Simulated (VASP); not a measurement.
# Zn5BiO (F222) in VASP: further runs

Runs on Zn5BiO. Level: PBE. Tasks: single point.

All numbers are computed with VASP 6.6.1; they aren't measurements. Logs are shortened: lines on timing, memory, paths and dates and some standing lists are left out, and cuts for length are marked.

### Step 1. The cell of the first run

It takes space group F222 (No. 22, orthorhombic). Conventional cell: a = 7.232 Å, b = 7.558 Å, c = 9.408 Å, α = 90.00°, β = 90.00°, γ = 90.00°. Zn (site symmetry 1) has 1 O at 1.98 Å and 3 Zn at 2.51 to 2.60 Å within 2.6 Å. Within 3.9 Å of Zn (site symmetry 222) lie 8 Zn at 2.96 to 3.18 Å and 4 Bi at 3.52 Å and 4 O at 3.52 Å. Bi (site symmetry 222) has 16 Zn at 3.24 to 3.52 Å and 4 O at 3.62 to 3.78 Å within 4.3 Å. O (site symmetry 222) has 4 Zn at 1.98 Å within 2.6 Å.

### Step 2. Single point, PBE

File INCAR:

```
SYSTEM = Zn5BiO
PREC = Accurate ; ENCUT = 520
EDIFF = 1E-6 ; ISMEAR = 0
SIGMA = 0.2 ; LREAL = .False.
LASPH = .True. ; NELM = 60
ALGO = Normal ; ISIF = 2
LWAVE = .False. ; LCHARG = .False.
GGA = PE ; NBANDS = 50
```

File KPOINTS:

```
regular mesh
0
Gamma
  4 4 4
  0 0 0
```

File POSCAR:

```
Zn5BiO
1.0
    0.0000000000      3.6161033596      4.7039474649
    3.7788356783      0.0000000000      4.7039474649
    3.7788356783      3.6161033596      0.0000000000
Zn Bi O
5 1 1
Direct
    0.3497364181      0.8409224669      0.3904929039
    0.4188482112      0.3904929039      0.8409224669
    0.8409224669      0.3497364181      0.4188482112
    0.3904929039      0.4188482112      0.3497364181
    0.0000000000      0.0000000000      0.0000000000
    0.7500000000      0.7500000000      0.7500000000
    0.2500000000      0.2500000000      0.2500000000
```

Potentials or basis: VASP PAW PBE potentials, release 64 (Zn, Bi_d, O).

On the command line:

```bash
$ cat potpaw_PBE.64/Zn/POTCAR potpaw_PBE.64/Bi_d/POTCAR potpaw_PBE.64/O/POTCAR > POTCAR
$ mpirun -np 1 vasp_std > vasp.out
```

OUTCAR:

```text
SYSTEM = Zn5BiO
   PREC = Accurate
   ENCUT = 520
   EDIFF = 1E-6
   ISMEAR = 0
   LREAL = .False.
   LASPH = .True.
   NELM = 60
   ISIF = 2
   GGA = PE

 ion  position               nearest neighbor table
   1  0.350  0.841  0.390-   7 1.98   4 2.51   3 2.57   2 2.60   3 2.67   5 2.96   6 3.24   6 3.27

   2  0.419  0.390  0.841-   7 1.98   3 2.51   4 2.57   1 2.60   4 2.67   5 2.96   6 3.24   6 3.27

   3  0.841  0.350  0.419-   7 1.98   2 2.51   1 2.57   4 2.60   1 2.67   5 2.96   6 3.24   6 3.27

   4  0.390  0.419  0.350-   7 1.98   1 2.51   2 2.57   3 2.60   2 2.67   5 2.96   6 3.24   6 3.27

   5  0.000  0.000  0.000-   2 2.96   3 2.96   4 2.96   1 2.96
   6  0.750  0.750  0.750-   3 3.24   4 3.24   1 3.24   2 3.24   1 3.27   4 3.27   3 3.27   2 3.27

   7  0.250  0.250  0.250-   1 1.98   3 1.98   2 1.98   4 1.98

  LATTYP: Found a face centered orthorhombic cell.
 ALAT       =     7.2322067192
 B/A-ratio  =     1.0450021204
 C/A-ratio  =     1.3008332443

  Lattice vectors:

 A1 = (   3.7788356783,   0.0000000000,  -4.7039474649)
 A2 = (   0.0000000000,   3.6161033596,  -4.7039474649)
 A3 = (   3.7788356783,   3.6161033596,   0.0000000000)

Analysis of symmetry for initial positions (statically):
=====================================================================
 Subroutine PRICEL returns:
 Original cell was already a primitive cell.

 Routine SETGRP: Setting up the symmetry group for a
 face centered orthorhombic supercell.

 Subroutine GETGRP returns: Found  4 space group operations
 (whereof  4 operations were pure point group operations)
 out of a pool of  8 trial point group operations.

The static configuration has the point symmetry D_2 .

Analysis of symmetry for dynamics (positions and initial velocities):
=====================================================================
 Subroutine PRICEL returns:
 Original cell was already a primitive cell.

 Routine SETGRP: Setting up the symmetry group for a
 face centered orthorhombic supercell.

 Subroutine GETGRP returns: Found  4 space group operations
 (whereof  4 operations were pure point group operations)
 out of a pool of  8 trial point group operations.

The dynamic configuration has the point symmetry D_2 .

 Subroutine INISYM returns: Found  4 space group operations
 (whereof  4 operations are pure point group operations),
 and found     1 'primitive' translations
[... 99 lines left out ...]
   LREAL  =      F    real-space projection
   EDIFFG = 0.1E-04   stopping-criterion for IOM
   NSW    =      0    number of steps for IOM
   IBRION =     -1    ionic relax: 0-MD 1-quasi-New 2-CG
   NFREE  =      0    steps in history (QN), initial steepest desc. (CG)
   ISIF   =      2    stress and relaxation
   ISYM   =      2    0-nonsym 1-usesym 2-fastsym
   POTIM  = 0.5000    time-step for ionic-motion
   TEBEG  =    0.0;   TEEND  =   0.0 temperature during run
   PSTRESS=    0.0 pullay stress
   NELECT =      81.0000    total number of electrons
   NUPDOWN=      -1.0000    fix difference up-down
   EMIN   =  10.00;   EMAX   =-10.00  energy-range for DOS
   EFERMI =   0.00;   METHOD = LEGACY
   ISMEAR =     0;   SIGMA  =   0.20  broadening in eV -4-tet -1-fermi 0-gaus
   EFERMI_NEDOS =   21; number of points for ismear=-14 and -15
   IALGO  =     38    algorithm
   IMIX   =      4    mixing-type and parameters
     AMIX     =   0.40;   BMIX     =  1.00
     AMIX_MAG =   1.60;   BMIX_MAG =  1.00
  volume/ion in A,a.u.               =      18.37       123.93
  Fermi-wavevector in a.u.,A,eV,Ry     =   1.403479  2.652192 26.800139  1.969755
  Thomas-Fermi vector in A             =   2.526137
   LORBIT       =      0    0 simple, 1 ext, 2 COOP (PROOUT), +10 PAW based schemes
   GGA     = PE    functional components
   LHFCALC =     F    Hartree Fock is set to
   AEXX    =    0.0000 exact exchange contribution
   IVDW    =     0    specifies the selected vdW correction
   LEPSILON=     F    determine dielectric tensor
   LRPA    =     F    only Hartree local field effects (RPA)
 non-spin polarized calculation
 Gauss-broadening in eV      SIGMA  =   0.20
  energy-cutoff  :      520.00
  volume of cell :      128.56
 maximum number of plane-waves:      3490
 NGX is ok and might be reduce to    48
   NGX = 23   NGY = 23   NGZ = 19

 number of electron      81.0000001 magnetization

 Free energy of the ion-electron system (eV)
  ---------------------------------------------------
  ext. energy  EPLUGINS =         0.00000000
  ---------------------------------------------------
  free energy    TOTEN  =       -15.30831334 eV

  energy without entropy =      -15.26128848  energy(sigma->0) =      -15.28480091

 E-fermi :   3.5700     XC(G=0): -10.5504

 val. band max:        3.5679195351   @ k =   0.5000   0.0000   0.0000
 cond. band min:       3.8564591867   @ k =  -0.2500   0.2500   0.0000
 fundamental gap:      0.2885396516
 Fermi energy:         3.5699970357

 k-point     1 :       0.0000    0.0000    0.0000
  band No.  band energies     occupation
      1     -19.2081      2.00000
      2     -19.1938      2.00000
      3     -19.1847      2.00000
      4     -19.1367      2.00000
      5     -19.1306      2.00000
      6     -15.9519      2.00000
[... 943 lines left out ...]
     49      10.1508      0.00000
     50      10.1998      0.00000

------------------------ aborting loop because EDIFF is reached ----------------------------------------

  FORCE on cell =-STRESS in cart. coord.  units (eV):
  Direction    XX          YY          ZZ          XY          YZ          ZX
  --------------------------------------------------------------------------------------
  -------------------------------------------------------------------------------------
  Total        0.3968810      0.1845971      0.6744033      0.0000000      0.0000000      0.0000000
  in kB        4.9462897      2.3006166      8.4050236      0.0000000      0.0000000      0.0000000
  external PRESSURE =       5.2173100 kB  Pullay stress =       0.0000000 kB

 VOLUME and BASIS-vectors are now :
 -----------------------------------------------------------------------------
  energy-cutoff  :      520.00
  volume of cell :      128.56
      direct lattice vectors                 reciprocal lattice vectors
     0.000000000  3.616103360  4.703947465    -0.132315888  0.138270384  0.106293704
     3.778835678  0.000000000  4.703947465     0.132315888 -0.138270384  0.106293704
     3.778835678  3.616103360  0.000000000     0.132315888  0.138270384 -0.106293704

 POSITION                                       TOTAL-FORCE (eV/Angst)
 -----------------------------------------------------------------------------------
      4.65332      2.67675      5.60080        -0.077971      0.039133     -0.057519
      4.65332      4.55546      3.80710        -0.077971     -0.039133      0.057519
      2.90436      4.55546      5.60080         0.077971     -0.039133     -0.057519
      2.90436      2.67675      3.80710         0.077971      0.039133      0.057519
      0.00000      0.00000      0.00000        -0.000000      0.000000      0.000000
      5.66825      5.42416      7.05592        -0.000000      0.000000      0.000000
      1.88942      1.80805      2.35197        -0.000000      0.000000      0.000000
 -----------------------------------------------------------------------------------
    total drift:                               -0.000027     -0.000030      0.000125

  FREE ENERGIE OF THE ION-ELECTRON SYSTEM (eV)
  ---------------------------------------------------
  free  energy   TOTEN  =       -15.3083133435 eV

  energy  without entropy=      -15.2612884763  energy(sigma->0) =      -15.28480091
```

OSZICAR:

```text
N       E                     dE             d eps       ncg     rms          rms(c)
DAV:   1     0.737852116331E+03    0.73785E+03   -0.38910E+04  1800   0.233E+03
DAV:   2     0.815341506129E+02   -0.65632E+03   -0.63046E+03  1800   0.530E+02
DAV:   3    -0.124399896971E+02   -0.93974E+02   -0.90896E+02  1946   0.186E+02
DAV:   4    -0.175884402191E+02   -0.51485E+01   -0.51046E+01  1986   0.432E+01
DAV:   5    -0.176904629413E+02   -0.10202E+00   -0.10198E+00  2370   0.583E+00    0.115E+01
DAV:   6    -0.152366332168E+02    0.24538E+01   -0.93066E+00  3162   0.382E+01    0.714E+00
DAV:   7    -0.153447158744E+02   -0.10808E+00   -0.26772E+00  1868   0.927E+00    0.466E+00
DAV:   8    -0.154140432151E+02   -0.69327E-01   -0.12657E+00  2512   0.737E+00    0.238E+00
DAV:   9    -0.152992960546E+02    0.11475E+00   -0.29756E-01  2464   0.600E+00    0.627E-01
DAV:  10    -0.153080938723E+02   -0.87978E-02   -0.14353E-01  1854   0.163E+00    0.126E-01
DAV:  11    -0.153083884796E+02   -0.29461E-03   -0.39023E-03  2020   0.549E-01    0.966E-02
DAV:  12    -0.153082918159E+02    0.96664E-04   -0.47442E-04  2298   0.355E-01    0.201E-02
DAV:  13    -0.153083130793E+02   -0.21263E-04   -0.17464E-04  2082   0.119E-01    0.113E-02
DAV:  14    -0.153083135101E+02   -0.43087E-06   -0.12125E-05  2384   0.300E-02    0.606E-03
DAV:  15    -0.153083133435E+02    0.16662E-06   -0.58416E-06  2048   0.428E-02
   1 F= -.15308313E+02 E0= -.15284801E+02  d E =-.470249E-01
```

Run time: 4.5 min. Hardware: 1 thread of AMD EPYC 7R13, shared host; peak memory 0.31 GiB.

Results:

- Free energy: -15.3083 eV
- Pressure: 0.5 GPa
- Largest force: 0.104 eV/Å

Forces on the atoms (eV/Å):
```
Zn  -0.078  0.039 -0.058
Zn  -0.078 -0.039  0.058
Zn   0.078 -0.039 -0.058
Zn   0.078  0.039  0.058
Zn   0.000  0.000  0.000
Bi   0.000  0.000  0.000
O    0.000  0.000  0.000
```

Levels at points of the mesh, in eV from the Fermi level:
```
           k point  band 37  band 38  band 39  band 40  band 41  band 42  band 43  band 44
(0.00, 0.00, 0.00)    -2.27    -2.04    -1.76    -1.39    -0.47    -0.38     0.42     1.55
(0.50, 0.00, 0.00)    -3.46    -2.80    -1.94     0.00     0.49     0.88     1.41     1.83
(0.50, 0.50, 0.00)    -2.55    -2.12    -1.61    -1.28     1.22     1.71     2.12     2.58
(0.50, 0.00, 0.50)    -3.06    -3.00    -2.74    -1.69     1.13     1.69     2.12     3.28
(0.00, 0.50, 0.50)    -3.22    -2.95    -2.72    -1.44     0.79     1.34     1.86     2.87
```

Caveat: spin-orbit coupling is left out, which moves the levels of the heavy elements; an odd number of electrons without spin polarisation forces a metal; a magnetic or distorted state may lie lower.

### Step 3. Single point, PBE

This run uses another cell than the first one, of 18.62 Å³/atom, 1.014 times its volume.

File INCAR:

```
SYSTEM = Zn5BiO
PREC = Accurate
ENCUT = 520
EDIFF = 1E-6
ISMEAR = 0
SIGMA = 0.1
LREAL = .False.
LASPH = .True.
NELM = 60
ALGO = Normal
ISIF = 2
LWAVE = .False.
LCHARG = .False.
GGA = PE
NBANDS = 50
```

File KPOINTS:

```
regular mesh
0
Gamma
  8 8 8
  0 0 0
```

File POSCAR:

```
Zn5BiO
1.0
    0.0000000000      4.0686320445      4.5134156640
    3.5488925114      0.0000000000      4.5134156640
    3.5488925114      4.0686320445      0.0000000000
Zn Bi O
5 1 1
Direct
    0.6456934998      0.1584819735      0.5631487288
    0.5631487288      0.6326757979      0.6456934998
    0.1584819735      0.6456934998      0.6326757979
    0.6326757979      0.5631487288      0.1584819735
    0.0000000000      0.0000000000      0.0000000000
    0.2500000000      0.2500000000      0.2500000000
    0.7500000000      0.7500000000      0.7500000000
```

Potentials or basis: VASP PAW PBE potentials, release 64 (Zn, Bi_d, O).

On the command line:

```bash
$ cat potpaw_PBE.64/Zn/POTCAR potpaw_PBE.64/Bi_d/POTCAR potpaw_PBE.64/O/POTCAR > POTCAR
$ mpirun -np 1 vasp_std > vasp.out
```

Run time: 12 min. Hardware: 1 thread of Intel Xeon 6975P-C, shared host; peak memory 0.65 GiB.

The run converged. Its results:

```yaml
Free_energy: -15.2875 eV
Pressure: 0.3 GPa
Largest_force: 0.047 eV/Å
```

Forces on the atoms (eV/Å):
```
Zn   0.023 -0.027  0.031
Zn  -0.023 -0.027 -0.031
Zn  -0.023  0.027  0.031
Zn   0.023  0.027 -0.031
Zn   0.000  0.000  0.000
Bi   0.000  0.000  0.000
O    0.000  0.000  0.000
```

Stress tensor (GPa, compression positive):
```
0.18 0.00 0.00
0.00 0.36 0.00
0.00 0.00 0.38
```

Levels at points of the mesh, in eV from the Fermi level:
| k point | band 38 | band 39 | band 40 | band 41 | band 42 | band 43 |
| --- | --- | --- | --- | --- | --- | --- |
| (0.00, 0.00, 0.00) | -2.24 | -2.20 | -1.75 | -0.48 | -0.37 | 0.03 |
| (0.50, 0.00, 0.00) | -3.01 | -2.17 | -0.23 | 0.41 | 0.60 | 1.36 |
| (0.50, 0.50, 0.00) | -2.79 | -1.68 | -1.52 | 1.20 | 1.29 | 1.71 |
| (0.50, 0.00, 0.50) | -3.15 | -2.37 | -1.51 | 0.58 | 1.33 | 1.69 |
| (0.00, 0.50, 0.50) | -3.09 | -2.62 | -2.20 | 1.38 | 2.28 | 2.64 |

Caveat: spin-orbit coupling is left out, which moves the levels of the heavy elements; an odd number of electrons without spin polarisation forces a metal; a magnetic or distorted state may lie lower.
